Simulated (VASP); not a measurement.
## P: single point with r2SCAN+D3(BJ)

Crystal: P.

```xyz
1
Lattice="-1.3844 1.3844 1.3844 1.3844 -1.3844 1.3844 1.3844 1.3844 -1.3844" Properties=species:S:1:pos:R:3 pbc="T T T"
P     0.0000    0.0000    0.0000
```

This isn't the form of P at room conditions, which is orthorhombic.

- Program: VASP 6.6.1
- Task: single point
- Functional: r2SCAN
- Dispersion: D3(BJ)
- Potentials or basis: VASP PAW PBE potentials, release 64 (P)
- Cutoff: 520 eV
- k mesh: 22 × 22 × 22
- Occupations: gaussian, width 0.05 eV
- Spin: no spin polarisation

```json
{"Pressure": "43.3 GPa", "Band gap on the k mesh": "zero (an odd number of electrons rules out a gap without spin polarisation)", "Dispersion energy per atom": "-0.314 eV"}
```

Levels at points of the mesh, in eV from the Fermi level:
```tsv
k point	band 1	band 2	band 3	band 4	band 5	band 6	band 7	band 8
(0.00, 0.00, 0.00)	-21.14	11.13	11.13	11.13	13.37	13.37	13.37	18.69
(0.50, 0.00, 0.00)	-11.73	-11.20	3.76	7.16	7.49	10.23	23.41	24.23
(0.50, 0.50, 0.50)	-3.73	-3.73	-3.73	-1.43	0.75	0.75	29.09	29.09
```

Wall time 110 s on 1 thread of Intel Xeon 8259CL, on a shared host, peak memory 0.14 GiB.

Caveat: the cell stands under pressure; the PAW data sets were made with another functional, which shifts forces and pressure a little.
